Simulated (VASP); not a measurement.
Write the native input for VASP 6.6.1 that does the following.

- Task: single point
- Functional: PBE
- Potentials or basis: VASP PAW PBE potentials, release 64 (Hg, Se)
- Cutoff: 500 eV
- k mesh: 4 × 4 × 4
- Occupations: fermi-dirac, width 0.02 eV
- Spin: no spin polarisation
- Dipole correction: no
- Further INCAR settings: ALGO = Normal; EDIFF = 1e-06; NBANDS = 16

The structure of HgSe lies in POSCAR:

```
HgSe
1.0
    0.0000000000      3.0390000000      3.0390000000
    3.0390000000      0.0000000000      3.0390000000
    3.0390000000      3.0390000000      0.0000000000
Hg Se
1 1
Direct
    0.0000000000      0.0000000000      0.0000000000
    0.7500000000      0.7500000000      0.7500000000
```

The input as run:

INCAR

```
SYSTEM = HgSe
PREC = Accurate ; ENCUT = 500
EDIFF = 1E-6 ; ISMEAR = -1
SIGMA = 0.02 ; LREAL = .False.
LASPH = .True. ; NELM = 120
ALGO = Normal ; ISIF = 2
LWAVE = .False. ; LCHARG = .False.
GGA = PE ; NBANDS = 16
GGA_COMPAT = .False.
```

KPOINTS

```
regular mesh
0
Gamma
  4 4 4
  0 0 0
```

Potentials or basis: VASP PAW PBE potentials, release 64 (Hg, Se).

Command:

```console
$ cat potpaw_PBE.64/Hg/POTCAR potpaw_PBE.64/Se/POTCAR > POTCAR
$ mpirun -np 1 vasp_std > vasp.out
```

It gave:

| Quantity | Value |
| --- | --- |
| Pressure | 5.4 GPa |
| Band gap on the k mesh | zero (filled and empty bands touch) |

Caveat: the k points lie up to 0.45 Å⁻¹ apart; semilocal functionals underestimate gaps, so a narrow gap can read as zero; spin-orbit coupling is left out, which moves the levels of the heavy elements.

It took 6.8 s on 1 thread of Intel(R) Xeon(R) Platinum 8375C CPU @ 2.90GHz (Ice Lake), on a shared host, peak memory 0.17 GiB.
